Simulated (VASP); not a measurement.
A run of VASP 6.6.1 is set up as follows.

The input INCAR:

```
  PREC = Accurate
  ENCUT = 520
  EDIFF = 1E-7
  ISMEAR = 0
  SIGMA = 0.05
  LREAL = False
  LASPH = True
  NELM = 80
  ALGO = Normal
  ISIF = 2
  LWAVE = False
  LCHARG = False
  GGA = PE
  NBANDS = 12
```

KPOINTS

```
Automatic mesh
0
Gamma
  8 8 8
```

The input POSCAR:

```
LiCl
1.0
    0.0000000000      2.5006410000      2.5647600000
    2.5006410000      0.0000000000      2.5647600000
    2.5006410000      2.5006410000      0.0000000000
Li Cl
1 1
Direct
    0.0000000000      0.0000000000      0.0000000000
    0.5000000000      0.5000000000      0.5000000000
```

Potentials or basis: VASP PAW PBE potentials, release 64 (Li_sv, Cl).

The run is started by

```console
$ cat potpaw_PBE.64/Li_sv/POTCAR potpaw_PBE.64/Cl/POTCAR > POTCAR
$ mpirun -np 1 vasp_std > vasp.out
```

Problem. Estimate the band gap on the k mesh.

Solution. 6.60 eV.

Caveat: the cell differs from its parent crystal (strain -0.025 along x and y, +0.000 along z). A k mesh can miss the band edges.
